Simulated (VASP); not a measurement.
# NbN (Fm-3m) in VASP: a series of runs, part 2 of 2

VASP 6.6.1. Earlier steps stand in the parts before.

### 4 Electric field gradients, PBE (10.36 Å³/atom)

This run uses another cell than the first one, of 10.36 Å³/atom.

Contents of INCAR:

```
SYSTEM = NbN
PREC     = Accurate       ! precision mode
ENCUT    = 520            ! plane-wave cutoff, eV
EDIFF    = 1E-8           ! SCF threshold, eV
ISMEAR   = -1             ! smearing method
SIGMA    = 0.08           ! smearing width, eV
LREAL    = .FALSE.        ! projectors in reciprocal space
LASPH    = .TRUE.         ! aspherical terms in the spheres
NELM     = 120            ! most SCF steps
ALGO     = Normal         ! electronic algorithm
ISIF     = 2              ! what is computed and relaxed
LWAVE    = .FALSE.        ! write WAVECAR
LCHARG   = .FALSE.        ! write CHGCAR
GGA      = PE             ! functional
LEFG     = .TRUE.       
NBANDS   = 16             ! bands
GGA_COMPAT= .FALSE.
```

Contents of KPOINTS:

```
regular mesh
0
G
  13 13 13
  0 0 0
```

Contents of POSCAR:

```
NbN
1.0
    0.0000000000      2.1797713683      2.1797713683
    2.1797713683      0.0000000000      2.1797713683
    2.1797713683      2.1797713683      0.0000000000
Nb N
1 1
Direct
    0.5000000000      0.5000000000      0.5000000000
    0.0000000000      0.0000000000      0.0000000000
```

Potentials or basis: VASP PAW PBE potentials, release 64 (Nb_sv, N).

On the command line:

```sh
$ cat potpaw_PBE.64/Nb_sv/POTCAR potpaw_PBE.64/N/POTCAR > POTCAR
$ mpirun -np 1 vasp_std > vasp.out
```

OUTCAR:

```text
SYSTEM = NbN
   PREC = Accurate
   ENCUT = 520
   EDIFF = 1E-8
   ISMEAR = -1
   LREAL = .FALSE.
   LASPH = .TRUE.
   NELM = 120
   ISIF = 2
   GGA = PE

 ion  position               nearest neighbor table
   1  0.500  0.500  0.500-   2 2.18   2 2.18   2 2.18   2 2.18   2 2.18   2 2.18
   2  0.000  0.000  0.000-   1 2.18   1 2.18   1 2.18   1 2.18   1 2.18   1 2.18

  LATTYP: Found a face centered cubic cell.
 ALAT       =     4.3595427366

  Lattice vectors:

 A1 = (   0.0000000000,   2.1797713683,   2.1797713683)
 A2 = (   2.1797713683,   0.0000000000,   2.1797713683)
 A3 = (   2.1797713683,   2.1797713683,   0.0000000000)

Analysis of symmetry for initial positions (statically):
=====================================================================
 Subroutine PRICEL returns:
 Original cell was already a primitive cell.

 Routine SETGRP: Setting up the symmetry group for a
 face centered cubic supercell.

[... 644 lines left out ...]
      direct lattice vectors                 reciprocal lattice vectors
     0.000000000  2.179771368  2.179771368    -0.229381855  0.229381855  0.229381855
     2.179771368  0.000000000  2.179771368     0.229381855 -0.229381855  0.229381855
     2.179771368  2.179771368  0.000000000     0.229381855  0.229381855 -0.229381855

 POSITION                                       TOTAL-FORCE (eV/Angst)
 -----------------------------------------------------------------------------------
      2.17977      2.17977      2.17977         0.000000      0.000000      0.000000
      0.00000      0.00000      0.00000        -0.000000     -0.000000     -0.000000
 -----------------------------------------------------------------------------------
    total drift:                                0.000000     -0.000000      0.000000

  FREE ENERGIE OF THE ION-ELECTRON SYSTEM (eV)
  ---------------------------------------------------
  free  energy   TOTEN  =       -20.5129362687 eV

  energy  without entropy=      -20.4961825285  energy(sigma->0) =      -20.50455940

 Electric field gradients (V/A^2)
---------------------------------------------------------------------
 ion       V_xx      V_yy      V_zz      V_xy      V_xz      V_yz
---------------------------------------------------------------------
   1      -0.000     0.000     0.000     0.000     0.000     0.000
   2       0.000    -0.000    -0.000    -0.000    -0.000    -0.000
---------------------------------------------------------------------

 Electric field gradients after diagonalization (V/A^2)
 (convention: |V_zz| > |V_xx| > |V_yy|)
----------------------------------------------------------------------
 ion       V_xx      V_yy      V_zz     asymmetry (V_yy - V_xx)/ V_zz
----------------------------------------------------------------------
   1      -0.000    -0.000     0.001       0.000
   2       0.000     0.000    -0.000       0.000
----------------------------------------------------------------------

           NMR quadrupolar parameters

 Cq : quadrupolar parameter    Cq=e*Q*V_zz/h
 eta: asymmetry parameters     (V_yy - V_xx)/ V_zz
 Q  : nuclear electric quadrupole moment in mb (millibarn)
----------------------------------------------------------------------
 ion       Cq(MHz)       eta       Q (mb)
----------------------------------------------------------------------
   1       0.000       0.000       1.000
   2      -0.000       0.000       1.000
----------------------------------------------------------------------
```

OSZICAR:

```text
N       E                     dE             d eps       ncg     rms          rms(c)
DAV:   1     0.150893699965E+03    0.15089E+03   -0.10254E+04  2696   0.120E+03
DAV:   2    -0.154384288816E+02   -0.16633E+03   -0.15953E+03  3304   0.402E+02
DAV:   3    -0.238491244687E+02   -0.84107E+01   -0.83177E+01  4936   0.770E+01
DAV:   4    -0.239538060768E+02   -0.10468E+00   -0.10457E+00  3128   0.705E+00
DAV:   5    -0.239563663364E+02   -0.25603E-02   -0.25601E-02  3832   0.106E+00    0.131E+01
DAV:   6    -0.206545897019E+02    0.33018E+01   -0.89261E+00  4048   0.314E+01    0.469E+00
DAV:   7    -0.205283735668E+02    0.12622E+00   -0.61340E-01  3312   0.796E+00    0.282E+00
DAV:   8    -0.205176906695E+02    0.10683E-01   -0.14304E-01  4224   0.392E+00    0.105E+00
DAV:   9    -0.205127365920E+02    0.49541E-02   -0.21157E-02  3568   0.165E+00    0.379E-01
DAV:  10    -0.205129696730E+02   -0.23308E-03   -0.14523E-03  3176   0.491E-01    0.814E-02
DAV:  11    -0.205129325775E+02    0.37096E-04   -0.13767E-04  3440   0.101E-01    0.300E-02
DAV:  12    -0.205129358109E+02   -0.32334E-05   -0.67715E-06  3544   0.280E-02    0.650E-03
DAV:  13    -0.205129360333E+02   -0.22237E-06   -0.10963E-06  4000   0.137E-02    0.303E-03
DAV:  14    -0.205129362759E+02   -0.24259E-06   -0.13001E-07  3320   0.402E-03    0.646E-04
DAV:  15    -0.205129362687E+02    0.71318E-08   -0.93790E-09  2560   0.132E-03
   1 F= -.20512936E+02 E0= -.20504559E+02  d E =-.167537E-01
```

stdout:

```text
POSCAR found type information on POSCAR NbN
 POSCAR found :  2 types and       2 ions
 scaLAPACK will be used
 LDA part: xc-table for (Slater+PW92), standard interpolation
 POSCAR, INCAR and KPOINTS ok, starting setup
 FFT: planning ... GRIDC
 FFT: planning ... GRID_SOFT
 FFT: planning ... GRID
 WAVECAR not read
 entering main loop
ion   1

ion   2
```

Wall time 16 s (1 thread of Intel Xeon Platinum 8375C at 2.90GHz (Ice Lake), shared host); peak memory 0.15 GiB.

What came out:

```
Free energy                             : -20.5129 eV
Pressure                                : 13.6 GPa
Band gap on the k mesh                  : zero (bands 9 and 10 overlap by 3.54 eV)
Largest electric field gradient by atom : under 0.05 V/Å² on every atom
```

Caveat: the cell stands under pressure.

### 5 Electric field gradients, PBE (10.36 Å³/atom)

This run uses another cell than the first one, of 10.36 Å³/atom.

Contents of INCAR:

```
PREC     = Accurate       # precision mode
ENCUT    = 520            # plane-wave cutoff, eV
EDIFF    = 1E-8           # SCF threshold, eV
ISMEAR   = -1             # smearing method
SIGMA    = 0.08           # smearing width, eV
LREAL    = F              # projectors in reciprocal space
LASPH    = T              # aspherical terms in the spheres
NELM     = 120            # most SCF steps
ALGO     = Normal         # electronic algorithm
ISIF     = 2              # what is computed and relaxed
LWAVE    = F              # write WAVECAR
LCHARG   = F              # write CHGCAR
GGA      = PE             # functional
LEFG     = T            
NBANDS   = 16             # bands
GGA_COMPAT= F
```

Contents of KPOINTS:

```
Automatic mesh
0
Gamma
  13 13 13
```

POSCAR is that of step 4.

Potentials or basis: VASP PAW PBE potentials, release 64 (Nb_sv, N).

On the command line:

```sh
$ cat potpaw_PBE.64/Nb_sv/POTCAR potpaw_PBE.64/N/POTCAR > POTCAR
$ mpirun -np 1 vasp_std > vasp.out
```

OUTCAR:

```text
PREC = Accurate
   ENCUT = 520
   EDIFF = 1E-8
   ISMEAR = -1
   LREAL = F
   LASPH = T
   NELM = 120
   ISIF = 2
   GGA = PE

 ion  position               nearest neighbor table
   1  0.500  0.500  0.500-   2 2.18   2 2.18   2 2.18   2 2.18   2 2.18   2 2.18
   2  0.000  0.000  0.000-   1 2.18   1 2.18   1 2.18   1 2.18   1 2.18   1 2.18

  LATTYP: Found a face centered cubic cell.
 ALAT       =     4.3595427366

  Lattice vectors:

 A1 = (   0.0000000000,   2.1797713683,   2.1797713683)
 A2 = (   2.1797713683,   0.0000000000,   2.1797713683)
 A3 = (   2.1797713683,   2.1797713683,   0.0000000000)

Analysis of symmetry for initial positions (statically):
=====================================================================
 Subroutine PRICEL returns:
 Original cell was already a primitive cell.

 Routine SETGRP: Setting up the symmetry group for a
 face centered cubic supercell.

 Subroutine GETGRP returns: Found 48 space group operations
 (whereof 48 operations were pure point group operations)
 out of a pool of 48 trial point group operations.

The static configuration has the point symmetry O_h .

Analysis of symmetry for dynamics (positions and initial velocities):
=====================================================================
 Subroutine PRICEL returns:
 Original cell was already a primitive cell.

 Routine SETGRP: Setting up the symmetry group for a
 face centered cubic supercell.

 Subroutine GETGRP returns: Found 48 space group operations
 (whereof 48 operations were pure point group operations)
 out of a pool of 48 trial point group operations.

The dynamic configuration has the point symmetry O_h .

 Subroutine INISYM returns: Found 48 space group operations
 (whereof 48 operations are pure point group operations),
 and found     1 'primitive' translations

----------------------------------------------------------------------------------------

                                     Primitive cell

  volume of cell :      20.7139

  direct lattice vectors                    reciprocal lattice vectors
     0.000000000  2.179771368  2.179771368    -0.229381855  0.229381855  0.229381855
     2.179771368  0.000000000  2.179771368     0.229381855 -0.229381855  0.229381855
     2.179771368  2.179771368  0.000000000     0.229381855  0.229381855 -0.229381855

  length of vectors
     3.082662232  3.082662232  3.082662232     0.397301027  0.397301027  0.397301027

  position of ions in fractional coordinates (direct lattice)
     0.500000000  0.500000000  0.500000000
     0.000000000  0.000000000  0.000000000

  ion indices of the primitive-cell ions
   primitive index   ion index
                 1           1
                 2           2

----------------------------------------------------------------------------------------

 KPOINTS: Automatic mesh

Automatic generation of k-mesh.
 Grid dimensions read from file:
 generate k-points for:   13   13   13

 Generating k-lattice:

  Cartesian coordinates                     Fractional coordinates (reciprocal lattice)
[... 68 lines left out ...]
   POTIM  = 0.5000    time-step for ionic-motion
   TEBEG  =    0.0;   TEEND  =   0.0 temperature during run
   PSTRESS=    0.0 pullay stress
   NELECT =      18.0000    total number of electrons
   NUPDOWN=      -1.0000    fix difference up-down
   EMIN   =  10.00;   EMAX   =-10.00  energy-range for DOS
   EFERMI =   0.00;   METHOD = LEGACY
   ISMEAR =    -1;   SIGMA  =   0.08  broadening in eV -4-tet -1-fermi 0-gaus
   EFERMI_NEDOS =   21; number of points for ismear=-14 and -15
   IALGO  =     38    algorithm
   IMIX   =      4    mixing-type and parameters
     AMIX     =   0.40;   BMIX     =  1.00
     AMIX_MAG =   1.60;   BMIX_MAG =  1.00
  volume/ion in A,a.u.               =      10.36        69.89
  Fermi-wavevector in a.u.,A,eV,Ry     =   1.562229  2.952185 33.205832  2.440560
  Thomas-Fermi vector in A             =   2.665178
   LORBIT       =      0    0 simple, 1 ext, 2 COOP (PROOUT), +10 PAW based schemes
   GGA     = PE    functional components
   LHFCALC =     F    Hartree Fock is set to
   AEXX    =    0.0000 exact exchange contribution
   IVDW    =     0    specifies the selected vdW correction
   LEPSILON=     F    determine dielectric tensor
   LRPA    =     F    only Hartree local field effects (RPA)
 non-spin polarized calculation
  energy-cutoff  :      520.00
  volume of cell :       20.71
 maximum number of plane-waves:       568
   NGX = 11   NGY = 11   NGZ = 11

 number of electron      18.0000000 magnetization

 Free energy of the ion-electron system (eV)
  ---------------------------------------------------
  ext. energy  EPLUGINS =         0.00000000
  ---------------------------------------------------
  free energy    TOTEN  =       -20.51293627 eV

  energy without entropy =      -20.49618253  energy(sigma->0) =      -20.50455940

 E-fermi :  14.3897     XC(G=0): -13.5105

 val. band max:       14.3717707575   @ k =  -0.3077   0.0769   0.0000
 cond. band min:      14.4165152361   @ k =   0.3077   0.0000   0.0000
 fundamental gap:      0.0447444786
 Fermi energy:        14.3896745366

 k-point     1 :       0.0000    0.0000    0.0000
  band No.  band energies     occupation
      1     -42.0212      2.00000
      2     -17.6479      2.00000
      3     -17.6479      2.00000
      4     -17.6479      2.00000
      5      -3.3986      2.00000
      6      10.9696      2.00000
[... 433 lines left out ...]
      3     -17.8693      2.00000
      4     -17.8124      2.00000
      5      -1.3464      2.00000
      6       5.9653      2.00000
[... 8 lines left out ...]
     15      26.8039      0.00000
     16      28.0693      0.00000

 [... further k-points ...]

------------------------ aborting loop because EDIFF is reached ----------------------------------------

  FORCE on cell =-STRESS in cart. coord.  units (eV):
  Direction    XX          YY          ZZ          XY          YZ          ZX
  --------------------------------------------------------------------------------------
  -------------------------------------------------------------------------------------
  Total        1.7606995      1.7606995      1.7606995      0.0000000      0.0000000      0.0000000
  in kB      136.1861674    136.1861674    136.1861674      0.0000000      0.0000000      0.0000000
  external PRESSURE =     136.1861674 kB  Pullay stress =       0.0000000 kB

 VOLUME and BASIS-vectors are now :
 -----------------------------------------------------------------------------
  energy-cutoff  :      520.00
  volume of cell :       20.71
      direct lattice vectors                 reciprocal lattice vectors
     0.000000000  2.179771368  2.179771368    -0.229381855  0.229381855  0.229381855
     2.179771368  0.000000000  2.179771368     0.229381855 -0.229381855  0.229381855
     2.179771368  2.179771368  0.000000000     0.229381855  0.229381855 -0.229381855

 POSITION                                       TOTAL-FORCE (eV/Angst)
 -----------------------------------------------------------------------------------
      2.17977      2.17977      2.17977         0.000000      0.000000      0.000000
      0.00000      0.00000      0.00000        -0.000000     -0.000000     -0.000000
 -----------------------------------------------------------------------------------
    total drift:                                0.000000     -0.000000      0.000000

  FREE ENERGIE OF THE ION-ELECTRON SYSTEM (eV)
  ---------------------------------------------------
  free  energy   TOTEN  =       -20.5129362687 eV

  energy  without entropy=      -20.4961825285  energy(sigma->0) =      -20.50455940

 Electric field gradients (V/A^2)
---------------------------------------------------------------------
 ion       V_xx      V_yy      V_zz      V_xy      V_xz      V_yz
---------------------------------------------------------------------
   1      -0.000     0.000     0.000     0.000     0.000     0.000
   2       0.000    -0.000    -0.000    -0.000    -0.000    -0.000
---------------------------------------------------------------------

 Electric field gradients after diagonalization (V/A^2)
 (convention: |V_zz| > |V_xx| > |V_yy|)
----------------------------------------------------------------------
 ion       V_xx      V_yy      V_zz     asymmetry (V_yy - V_xx)/ V_zz
----------------------------------------------------------------------
   1      -0.000    -0.000     0.001       0.000
   2       0.000     0.000    -0.000       0.000
----------------------------------------------------------------------

           NMR quadrupolar parameters

 Cq : quadrupolar parameter    Cq=e*Q*V_zz/h
 eta: asymmetry parameters     (V_yy - V_xx)/ V_zz
 Q  : nuclear electric quadrupole moment in mb (millibarn)
----------------------------------------------------------------------
 ion       Cq(MHz)       eta       Q (mb)
----------------------------------------------------------------------
   1       0.000       0.000       1.000
   2      -0.000       0.000       1.000
----------------------------------------------------------------------
```

Run time: 16 s. Hardware: 1 thread of Intel Xeon Platinum 8375C at 2.90GHz (Ice Lake), shared host; peak memory 0.15 GiB.

Results:

- Free energy: -20.5129 eV
- Pressure: 13.6 GPa
- Band gap on the k mesh: zero (bands 9 and 10 overlap by 3.54 eV)
- Largest electric field gradient by atom: under 0.05 V/Å² on every atom

Levels at points of the mesh, in eV from the Fermi level:
| k point | band 6 | band 7 | band 8 | band 9 | band 10 | band 11 | band 12 | band 13 |
| --- | --- | --- | --- | --- | --- | --- | --- | --- |
| (0.00, 0.00, 0.00) | -3.42 | -3.42 | -3.42 | -2.08 | -2.08 | -2.08 | -0.15 | -0.15 |

Caveat: the cell stands under pressure.

### 6 Overview

```tsv
cell	gap on the mesh (eV)	pressure (GPa)
a = 3.040 Å, angles 60.0°, 2 atoms	none	30.3
a = 3.062 Å, angles 60.0°, 2 atoms	none	21.5
a = 3.083 Å, angles 60.0°, 2 atoms	none	13.6
```

Alike in all rows: task electric field gradients; level PBE; potentials or basis VASP PAW PBE potentials, release 64 (Nb_sv, N); no spin polarisation; k mesh 13 × 13 × 13; cutoff (eV) 520; smearing fermi-dirac 0.08 eV.

Caveats: the cell stands under pressure.

Total energies depend on the potentials used, so only differences within one code and one set of settings carry meaning.

The gap in the log of VASP goes by the Fermi energy; the results here count the filled bands.